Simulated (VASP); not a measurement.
The system is Ta.

```
Ta
1.0
    -1.65000    1.65000    1.65000
     1.65000   -1.65000    1.65000
     1.65000    1.65000   -1.65000
Ta
1
Direct
  0.00000 0.00000 0.00000
```

- Program: VASP 6.6.1
- Task: relaxation of cell and atoms
- Functional: PBE
- Potentials or basis: VASP PAW PBE potentials, release 64 (Ta_pv)
- Cutoff: 500 eV
- k mesh: 18 × 18 × 18
- Occupations: methfessel-paxton, width 0.1 eV
- Spin: no spin polarisation

At the start: pressure 3.5 GPa; volume 17.97 Å³/atom.

How do energy, volume and symmetry change on relaxing?

Over 3 steps the energy falls by 3.4 meV/atom and the volume is 18.29 Å³/atom (+1.8 %); space group Im-3m (No. 229, to 0.1 Å) before and after.

Step by step:
| step | energy change (eV) | largest force (eV/Å) | pressure (GPa) | volume (Å³) |
| --- | --- | --- | --- | --- |
| 1 | 0.0000 | 0.0000 | 3.53 | 17.97 |
| 2 | 0.0135 | 0.0000 | -7.17 | 19.02 |
| 3 | -0.0034 | 0.0000 | -0.03 | 18.29 |

Final structure:
```
Ta
1.0
    -1.65975    1.65975    1.65975
     1.65975   -1.65975    1.65975
     1.65975    1.65975   -1.65975
Ta
1
Direct
  0.00000 0.00000 0.00000
```
